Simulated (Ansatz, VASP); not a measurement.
# La3N in VASP and in Ansatz

```
CELL_PARAMETERS angstrom
0.00000 3.59777 3.59777
3.59777 0.00000 3.59777
3.59777 3.59777 0.00000
ATOMIC_POSITIONS crystal
La 0.25000 0.25000 0.25000
La 0.75000 0.75000 0.75000
La 0.50000 0.50000 0.50000
N 0.00000 0.00000 0.00000
```

Change from the starting cell: species swapped into the Li3Hg type (Fm-3m, No. 225).

Alike in both runs: task relaxation of cell and atoms; functional PBE; k mesh 12 × 12 × 12; occupations gaussian, width 0.1 eV; no spin polarisation.

```csv
,VASP,Ansatz
version,VASP 6.6.1,Ansatz 0.2.0
potentials or method,"VASP PAW PBE potentials, release 64 (La, N), cutoff 600 eV","scalar-relativistic, plane waves, PAW"
valence electrons in the cell,38,38
```

|  | VASP | Ansatz | Ansatz less VASP |
| --- | --- | --- | --- |
| gap on the k mesh at the Fermi level, each at its own relaxed structure (eV) | none | none | - |
| relaxed volume (Å³/atom) | 23.21 | 23.23 | +0.029 |
| relaxed length of the cell vector where the two differ most in proportion (Å) | 5.082 | 5.084 | +0.0021 |

A gap of «none» marks a metal or a gap that the smearing closes.

Spin-orbit coupling is off throughout.
